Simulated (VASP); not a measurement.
Crystal: KI.

```
K I
1.0
     0.00000    3.58907    3.58907
     3.58907    0.00000    3.58907
     3.58907    3.58907    0.00000
K I
1 1
Direct
  0.00000 0.00000 0.00000
  0.50000 0.50000 0.50000
```

```yaml
Program: VASP 6.6.1
Task: relaxation of cell and atoms
Functional: r2SCAN
Potentials_or_basis: VASP PAW PBE potentials, release 64 (K_sv, I)
Cutoff: 550 eV
k_mesh: 6 × 6 × 6
Occupations: fermi-dirac, width 0.02 eV
Spin: no spin polarisation
```

At the start: pressure -0.4 GPa; volume 46.23 Å³/atom.

Problem. Where does the relaxation end?

Solution. Over 4 steps the energy falls by 2.1 meV/atom and the volume is 44.61 Å³/atom (-3.5 %); space group Fm-3m (No. 225, to 0.1 Å) before and after.

Step by step:
```
step  energy change (eV)  largest force (eV/Å)  pressure (GPa)  volume (Å³)
   1              0.0000                0.0000           -0.41        92.46
   2             -0.0031                0.0000           -0.22        90.90
   3             -0.0043                0.0000           -0.02        89.37
   4             -0.0043                0.0000            0.00        89.23
```

Final structure:
```
K I
1.0
     0.00000    3.54666    3.54666
     3.54666    0.00000    3.54666
     3.54666    3.54666    0.00000
K I
1 1
Direct
  0.00000 0.00000 0.00000
  0.50000 0.50000 0.50000
```

Caveat: the PAW data sets were made with another functional, which shifts forces and pressure a little.
